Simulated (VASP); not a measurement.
# Cu (P6/mmm) in VASP: notebook, part 2 of 3

VASP 6.6.1. Earlier steps stand in the parts before.

**3. Single point, PBE**

This run uses another cell than the first one, of 9.50 Å³/atom, 1.560 times its volume.

Contents of INCAR:

```
PREC = Accurate ; ENCUT = 520
EDIFF = 1E-7 ; ISMEAR = -1
SIGMA = 0.08 ; LREAL = False
LASPH = True ; NELM = 80
ALGO = Normal ; ISIF = 2
LWAVE = False ; LCHARG = True
GGA = PE ; LELF = True
LVHAR = True ; NBANDS = 24
```

Contents of KPOINTS:

```
regular mesh
0
Gamma
  9 9 12
```

Contents of POSCAR:

```
Cu
1.0
    3.8014433310      0.0000000000      0.0000000000
   -1.9007216655      3.2921464957      0.0000000000
    0.0000000000      0.0000000000      2.2763004694
Cu
3
Direct
    0.0000000000      0.0000000000      0.0000000000
    0.3333333333      0.6666666667      0.5000000000
    0.6666666667      0.3333333333      0.5000000000
```

Potentials or basis: VASP PAW PBE potentials, release 64 (Cu).

Launch:

```sh
$ cat potpaw_PBE.64/Cu/POTCAR > POTCAR
$ mpirun -np 1 vasp_std > vasp.out
```

OUTCAR:

```text
PREC = Accurate
   ENCUT = 520
   EDIFF = 1E-7
   ISMEAR = -1
   LREAL = False
   LASPH = True
   NELM = 80
   ISIF = 2
   GGA = PE

 ion  position               nearest neighbor table
   1  0.000  0.000  0.000-   2 2.47   3 2.47   2 2.47   3 2.47   3 2.47   3 2.47   2 2.47   2 2.47
                             3 2.47   3 2.47   2 2.47   2 2.47
   2  0.333  0.667  0.500-   3 2.19   3 2.19   3 2.19   1 2.47   1 2.47   1 2.47   1 2.47   1 2.47
                             1 2.47
   3  0.667  0.333  0.500-   2 2.19   2 2.19   2 2.19   1 2.47   1 2.47   1 2.47   1 2.47   1 2.47
                             1 2.47

  LATTYP: Found a hexagonal cell.
 ALAT       =     3.8014433310
 C/A-ratio  =     0.5987990011

  Lattice vectors:

 A1 = (   3.8014433310,   0.0000000000,   0.0000000000)
 A2 = (  -1.9007216655,   3.2921464957,   0.0000000000)
 A3 = (   0.0000000000,   0.0000000000,   2.2763004694)

Analysis of symmetry for initial positions (statically):
=====================================================================
 Subroutine PRICEL returns:
 Original cell was already a primitive cell.

 Routine SETGRP: Setting up the symmetry group for a
 hexagonal supercell.

 Subroutine GETGRP returns: Found 24 space group operations
 (whereof 24 operations were pure point group operations)
 out of a pool of 24 trial point group operations.

The static configuration has the point symmetry D_6h.

Analysis of symmetry for dynamics (positions and initial velocities):
=====================================================================
 Subroutine PRICEL returns:
 Original cell was already a primitive cell.

 Routine SETGRP: Setting up the symmetry group for a
 hexagonal supercell.

 Subroutine GETGRP returns: Found 24 space group operations
 (whereof 24 operations were pure point group operations)
 out of a pool of 24 trial point group operations.

The dynamic configuration has the point symmetry D_6h.

 Subroutine INISYM returns: Found 24 space group operations
 (whereof 24 operations are pure point group operations),
 and found     1 'primitive' translations

----------------------------------------------------------------------------------------

                                     Primitive cell

  volume of cell :      28.4877

  direct lattice vectors                    reciprocal lattice vectors
     3.801443331  0.000000000  0.000000000     0.263057979  0.151876595  0.000000000
    -1.900721666  3.292146496  0.000000000     0.000000000  0.303753190  0.000000000
     0.000000000  0.000000000  2.276300469     0.000000000  0.000000000  0.439309315

  length of vectors
     3.801443331  3.801443331  2.276300469     0.303753190  0.303753190  0.439309315

  position of ions in fractional coordinates (direct lattice)
     0.000000000  0.000000000  0.000000000
     0.333333333  0.666666667  0.500000000
     0.666666667  0.333333333  0.500000000

  ion indices of the primitive-cell ions
   primitive index   ion index
                 1           1
                 2           2
                 3           3

----------------------------------------------------------------------------------------

 KPOINTS: regular mesh

Automatic generation of k-mesh.
 Grid dimensions read from file:
 generate k-points for:    9    9   12

 Generating k-lattice:

  Cartesian coordinates                     Fractional coordinates (reciprocal lattice)
     0.029228664  0.016875177  0.000000000     0.111111111 -0.000000000  0.000000000
     0.000000000  0.033750354  0.000000000     0.000000000  0.111111111  0.000000000
     0.000000000  0.000000000  0.036609110     0.000000000  0.000000000  0.083333333

  Length of vectors
     0.033750354  0.033750354  0.036609110

  Shift w.r.t. Gamma in fractional coordinates (k-lattice)
     0.000000000  0.000000000  0.000000000

 Subroutine IBZKPT returns following result:
 ===========================================

 Found     84 irreducible k-points:

 Following reciprocal coordinates:
            Coordinates               Weight
  0.000000  0.000000  0.000000      1.000000
  0.111111 -0.000000  0.000000      6.000000
  0.222222  0.000000  0.000000      6.000000
  0.333333 -0.000000  0.000000      6.000000
  0.444444  0.000000  0.000000      6.000000
  0.111111  0.111111  0.000000      6.000000
[... 16 lines left out ...]
  0.333333  0.222222  0.083333     24.000000
  0.333333  0.333333  0.083333      4.000000
 [... further k-points ...]
   k-points           NKPTS =     84   k-points in BZ     NKDIM =     84   number of bands    NBANDS=     24
   number of dos      NEDOS =    301   number of ions     NIONS =      3
   total plane-waves  NPLWV =  14112
   dimension x,y,z NGX =    28 NGY =   28 NGZ =   18
   dimension x,y,z NGXF=    56 NGYF=   56 NGZF=   36
   ions per type =               3
   NGX,Y,Z   is equivalent  to a cutoff of  12.25, 12.25, 13.15 a.u.
   NGXF,Y,Z  is equivalent  to a cutoff of  24.49, 24.49, 26.29 a.u.
 SYSTEM =  unknown system
   PREC   = accura    normal or accurate (medium, high low for compatibility)
   ISTART =      0    job   : 0-new  1-cont  2-samecut
   ICHARG =      2    charge: 1-file 2-atom 10-const
   ISPIN  =      1    spin polarized calculation?
   LNONCOLLINEAR =      F non collinear calculations
   LSORBIT =      F    spin-orbit coupling
   LASPH  =      T    aspherical Exc in radial PAW
   ENCUT  =  520.0 eV  38.22 Ry    6.18 a.u.   7.07  7.07  4.23*2*pi/ulx,y,z
   NELM   =     80;   NELMIN=  2; NELMDL= -5     # of ELM steps
   EDIFF  = 0.1E-06   stopping-criterion for ELM
   LREAL  =      F    real-space projection
   EDIFFG = 0.1E-05   stopping-criterion for IOM
   NSW    =      0    number of steps for IOM
   IBRION =     -1    ionic relax: 0-MD 1-quasi-New 2-CG
   NFREE  =      0    steps in history (QN), initial steepest desc. (CG)
   ISIF   =      2    stress and relaxation
   ISYM   =      2    0-nonsym 1-usesym 2-fastsym
   POTIM  = 0.5000    time-step for ionic-motion
   TEBEG  =    0.0;   TEEND  =   0.0 temperature during run
   PSTRESS=    0.0 pullay stress
   NELECT =      33.0000    total number of electrons
   NUPDOWN=      -1.0000    fix difference up-down
   EMIN   =  10.00;   EMAX   =-10.00  energy-range for DOS
   EFERMI =   0.00;   METHOD = LEGACY
   ISMEAR =    -1;   SIGMA  =   0.08  broadening in eV -4-tet -1-fermi 0-gaus
   EFERMI_NEDOS =   21; number of points for ismear=-14 and -15
   IALGO  =     38    algorithm
   IMIX   =      4    mixing-type and parameters
     AMIX     =   0.40;   BMIX     =  1.00
     AMIX_MAG =   1.60;   BMIX_MAG =  1.00
  volume/ion in A,a.u.               =       9.50        64.08
  Fermi-wavevector in a.u.,A,eV,Ry     =   1.719335  3.249071 40.220336  2.956111
  Thomas-Fermi vector in A             =   2.795980
   LORBIT       =      0    0 simple, 1 ext, 2 COOP (PROOUT), +10 PAW based schemes
   GGA     = PE    functional components
   LHFCALC =     F    Hartree Fock is set to
   AEXX    =    0.0000 exact exchange contribution
   IVDW    =     0    specifies the selected vdW correction
   LEPSILON=     F    determine dielectric tensor
   LRPA    =     F    only Hartree local field effects (RPA)
 non-spin polarized calculation
  energy-cutoff  :      520.00
  volume of cell :       28.49
 maximum number of plane-waves:       783
   NGX = 15   NGY = 15   NGZ =  9

 number of electron      32.9999984 magnetization

 Free energy of the ion-electron system (eV)
  ---------------------------------------------------
  ext. energy  EPLUGINS =         0.00000000
  ---------------------------------------------------
  free energy    TOTEN  =        -9.71046644 eV

  energy without entropy =       -9.69550048  energy(sigma->0) =       -9.70298346

 E-fermi :  10.6852     XC(G=0): -14.0371

 val. band max:       10.6503494345   @ k =   0.2222   0.1111   0.5000
 cond. band min:      10.7149366665   @ k =   0.3333  -0.0000   0.5000
 fundamental gap:      0.0645872320
 Fermi energy:        10.6852136431

 k-point     1 :       0.0000    0.0000    0.0000
  band No.  band energies     occupation
      1      -0.5044      2.00000
      2       4.7220      2.00000
      3       5.9355      2.00000
      4       5.9355      2.00000
      5       5.9928      2.00000
      6       5.9928      2.00000
[... 637 lines left out ...]
     23      30.6750      0.00000
     24      30.7009      0.00000

 [... further k-points ...]

------------------------ aborting loop because EDIFF is reached ----------------------------------------

  FORCE on cell =-STRESS in cart. coord.  units (eV):
  Direction    XX          YY          ZZ          XY          YZ          ZX
  --------------------------------------------------------------------------------------
  -------------------------------------------------------------------------------------
  Total       11.1887115     11.1887115     11.1759421      0.0000000      0.0000000      0.0000000
  in kB      629.2647382    629.2647382    628.5465749      0.0000000      0.0000000      0.0000000
  external PRESSURE =     629.0253504 kB  Pullay stress =       0.0000000 kB

 VOLUME and BASIS-vectors are now :
 -----------------------------------------------------------------------------
  energy-cutoff  :      520.00
  volume of cell :       28.49
      direct lattice vectors                 reciprocal lattice vectors
     3.801443331  0.000000000  0.000000000     0.263057979  0.151876595  0.000000000
    -1.900721666  3.292146496  0.000000000     0.000000000  0.303753190  0.000000000
     0.000000000  0.000000000  2.276300469     0.000000000  0.000000000  0.439309315

 POSITION                                       TOTAL-FORCE (eV/Angst)
 -----------------------------------------------------------------------------------
      0.00000      0.00000      0.00000         0.000000      0.000000      0.000000
     -0.00000      2.19476      1.13815        -0.000000      0.000000      0.000000
      1.90072      1.09738      1.13815         0.000000     -0.000000      0.000000
 -----------------------------------------------------------------------------------
    total drift:                                0.000000      0.000000     -0.000000

  FREE ENERGIE OF THE ION-ELECTRON SYSTEM (eV)
  ---------------------------------------------------
  free  energy   TOTEN  =        -9.7104664370 eV

  energy  without entropy=       -9.6955004762  energy(sigma->0) =       -9.70298346
```

OSZICAR:

```text
N       E                     dE             d eps       ncg     rms          rms(c)
DAV:   1     0.216863425305E+03    0.21686E+03   -0.14737E+04  4528   0.257E+03
DAV:   2     0.324086958659E+01   -0.21362E+03   -0.20138E+03  4040   0.355E+02
DAV:   3    -0.122323269169E+02   -0.15473E+02   -0.14763E+02  4616   0.134E+02
DAV:   4    -0.124805908459E+02   -0.24826E+00   -0.24811E+00  4792   0.211E+01
DAV:   5    -0.124847299458E+02   -0.41391E-02   -0.41390E-02  5216   0.260E+00    0.133E+01
DAV:   6    -0.102965119634E+02    0.21882E+01   -0.14313E+01  4512   0.997E+01    0.412E+00
DAV:   7    -0.977110279575E+01    0.52541E+00   -0.22284E+00  4968   0.481E+01    0.154E+00
DAV:   8    -0.974740570268E+01    0.23697E-01   -0.19001E-01  5800   0.181E+01    0.110E+00
DAV:   9    -0.971283026892E+01    0.34575E-01   -0.20395E-02  6928   0.484E+00    0.355E-01
DAV:  10    -0.971047419052E+01    0.23561E-02   -0.36090E-03  5488   0.132E+00    0.401E-02
DAV:  11    -0.971046667190E+01    0.75186E-05   -0.23684E-04  5624   0.192E-01    0.143E-02
DAV:  12    -0.971046700269E+01   -0.33078E-06   -0.10613E-05  6080   0.843E-02    0.381E-03
DAV:  13    -0.971046673927E+01    0.26341E-06   -0.13530E-06  5336   0.172E-02    0.186E-03
DAV:  14    -0.971046633760E+01    0.40167E-06   -0.13365E-07  3112   0.102E-02    0.262E-04
DAV:  15    -0.971046643704E+01   -0.99437E-07   -0.35237E-08  2664   0.245E-03
   1 F= -.97104664E+01 E0= -.97029835E+01  d E =-.149660E-01
```

stdout:

```text
POSCAR found type information on POSCAR Cu
 POSCAR found :  1 types and       3 ions
 scaLAPACK will be used
 LDA part: xc-table for (Slater+PW92), standard interpolation
 POSCAR, INCAR and KPOINTS ok, starting setup
 FFT: planning ... GRIDC
 FFT: planning ... GRID_SOFT
 FFT: planning ... GRID
 WAVECAR not read
 entering main loop
```

It took 43 s on 1 thread of Intel Xeon 6975P-C, shared host; peak memory 0.17 GiB.

What came out:

```yaml
Free_energy: -9.7105 eV
Pressure: 62.9 GPa
```

**4. Single point, PBE**

Contents of INCAR:

```
SYSTEM = Cu
ALGO     = Normal         ! electronic algorithm
EDIFF    = 1E-7           ! SCF threshold, eV
ENCUT    = 520            ! plane-wave cutoff, eV
GGA      = PE             ! functional
ISIF     = 2              ! what is computed and relaxed
ISMEAR   = -1             ! smearing method
LASPH    = .TRUE.         ! aspherical terms in the spheres
LCHARG   = .FALSE.        ! write CHGCAR
LREAL    = .FALSE.        ! projectors in reciprocal space
LWAVE    = .FALSE.        ! write WAVECAR
NBANDS   = 24             ! bands
NELM     = 80             ! most SCF steps
PREC     = Accurate       ! precision mode
SIGMA    = 0.08           ! smearing width, eV
```

Contents of KPOINTS:

```
k-points
0
G
  9 9 12
  0 0 0
```

Changes to POSCAR since step 3:

```diff
@@ -3,3 +3,3 @@
     3.8014433310      0.0000000000      0.0000000000
-   -1.9007216655      3.2921464957      0.0000000000
+   -1.9007216654      3.2921464957      0.0000000000
     0.0000000000      0.0000000000      2.2763004694
```

Potentials or basis: VASP PAW PBE potentials, release 64 (Cu).

Launch:

```sh
$ cat potpaw_PBE.64/Cu/POTCAR > POTCAR
$ mpirun -np 1 vasp_std > vasp.out
```

OUTCAR:

```text
SYSTEM = Cu
   EDIFF = 1E-7
   ENCUT = 520
   GGA = PE
   ISIF = 2
   ISMEAR = -1
   LASPH = .TRUE.
   LREAL = .FALSE.
   NELM = 80
   PREC = Accurate

 ion  position               nearest neighbor table
   1  0.000  0.000  0.000-   2 2.47   3 2.47   2 2.47   3 2.47   2 2.47   2 2.47   3 2.47   3 2.47
                             3 2.47   3 2.47   2 2.47   2 2.47
   2  0.333  0.667  0.500-   3 2.19   3 2.19   3 2.19   1 2.47   1 2.47   1 2.47   1 2.47   1 2.47
                             1 2.47
   3  0.667  0.333  0.500-   2 2.19   2 2.19   2 2.19   1 2.47   1 2.47   1 2.47   1 2.47   1 2.47
                             1 2.47

  LATTYP: Found a hexagonal cell.
 ALAT       =     3.8014433310
 C/A-ratio  =     0.5987990011

  Lattice vectors:

 A1 = (   3.8014433310,   0.0000000000,   0.0000000000)
 A2 = (  -1.9007216654,   3.2921464957,   0.0000000000)
 A3 = (   0.0000000000,   0.0000000000,   2.2763004694)

Analysis of symmetry for initial positions (statically):
=====================================================================
 Subroutine PRICEL returns:
 Original cell was already a primitive cell.

 Routine SETGRP: Setting up the symmetry group for a
 hexagonal supercell.
[... 167 lines left out ...]

 E-fermi :  10.6852     XC(G=0): -14.0371

 val. band max:       10.6503494345   @ k =   0.2222   0.1111   0.5000
 cond. band min:      10.7149366665   @ k =   0.3333   0.0000   0.5000
 fundamental gap:      0.0645872320
 Fermi energy:        10.6852136432

 k-point     1 :       0.0000    0.0000    0.0000
  band No.  band energies     occupation
      1      -0.5044      2.00000
      2       4.7220      2.00000
      3       5.9355      2.00000
      4       5.9355      2.00000
      5       5.9928      2.00000
      6       5.9928      2.00000
[... 637 lines left out ...]
     23      30.6750      0.00000
     24      30.7009      0.00000

 [... further k-points ...]

------------------------ aborting loop because EDIFF is reached ----------------------------------------

  FORCE on cell =-STRESS in cart. coord.  units (eV):
  Direction    XX          YY          ZZ          XY          YZ          ZX
  --------------------------------------------------------------------------------------
  -------------------------------------------------------------------------------------
  Total       11.1887114     11.1887114     11.1759421      0.0000000      0.0000000     -0.0000000
  in kB      629.2647367    629.2647367    628.5465757      0.0000000      0.0000000     -0.0000000
  external PRESSURE =     629.0253497 kB  Pullay stress =       0.0000000 kB

 VOLUME and BASIS-vectors are now :
 -----------------------------------------------------------------------------
  energy-cutoff  :      520.00
  volume of cell :       28.49
      direct lattice vectors                 reciprocal lattice vectors
     3.801443331  0.000000000  0.000000000     0.263057979  0.151876595  0.000000000
    -1.900721665  3.292146496  0.000000000     0.000000000  0.303753190  0.000000000
     0.000000000  0.000000000  2.276300469     0.000000000  0.000000000  0.439309315

 POSITION                                       TOTAL-FORCE (eV/Angst)
 -----------------------------------------------------------------------------------
      0.00000      0.00000      0.00000        -0.000000     -0.000000     -0.000000
     -0.00000      2.19476      1.13815        -0.000000      0.000000      0.000000
      1.90072      1.09738      1.13815         0.000000      0.000000     -0.000000
 -----------------------------------------------------------------------------------
    total drift:                                0.000000      0.000000     -0.000000

  FREE ENERGIE OF THE ION-ELECTRON SYSTEM (eV)
  ---------------------------------------------------
  free  energy   TOTEN  =        -9.7104664369 eV

  energy  without entropy=       -9.6955004760  energy(sigma->0) =       -9.70298346
```

OSZICAR:

```text
N       E                     dE             d eps       ncg     rms          rms(c)
DAV:   1     0.216863425305E+03    0.21686E+03   -0.14737E+04  4528   0.257E+03
DAV:   2     0.324086958787E+01   -0.21362E+03   -0.20138E+03  4040   0.355E+02
DAV:   3    -0.122323269174E+02   -0.15473E+02   -0.14763E+02  4616   0.134E+02
DAV:   4    -0.124805908465E+02   -0.24826E+00   -0.24811E+00  4792   0.211E+01
DAV:   5    -0.124847299457E+02   -0.41391E-02   -0.41390E-02  5216   0.260E+00    0.133E+01
DAV:   6    -0.102965119644E+02    0.21882E+01   -0.14313E+01  4512   0.997E+01    0.412E+00
DAV:   7    -0.977110279558E+01    0.52541E+00   -0.22284E+00  4968   0.481E+01    0.154E+00
DAV:   8    -0.974740570290E+01    0.23697E-01   -0.19001E-01  5800   0.181E+01    0.110E+00
DAV:   9    -0.971283026762E+01    0.34575E-01   -0.20395E-02  6928   0.484E+00    0.355E-01
DAV:  10    -0.971047418964E+01    0.23561E-02   -0.36090E-03  5488   0.132E+00    0.401E-02
DAV:  11    -0.971046667211E+01    0.75175E-05   -0.23684E-04  5624   0.192E-01    0.143E-02
DAV:  12    -0.971046700241E+01   -0.33030E-06   -0.10613E-05  6080   0.843E-02    0.381E-03
DAV:  13    -0.971046673951E+01    0.26289E-06   -0.13530E-06  5336   0.172E-02    0.186E-03
DAV:  14    -0.971046633734E+01    0.40218E-06   -0.13365E-07  3112   0.102E-02    0.262E-04
DAV:  15    -0.971046643692E+01   -0.99588E-07   -0.35237E-08  2664   0.245E-03
   1 F= -.97104664E+01 E0= -.97029835E+01  d E =-.149660E-01
```

Run time: 42 s. Hardware: 1 thread of Intel Xeon 6975P-C, shared host; peak memory 0.17 GiB.

Results:

```yaml
Free_energy: -9.7105 eV
Pressure: 62.9 GPa
```

(Part 2 of 3 ends here.)
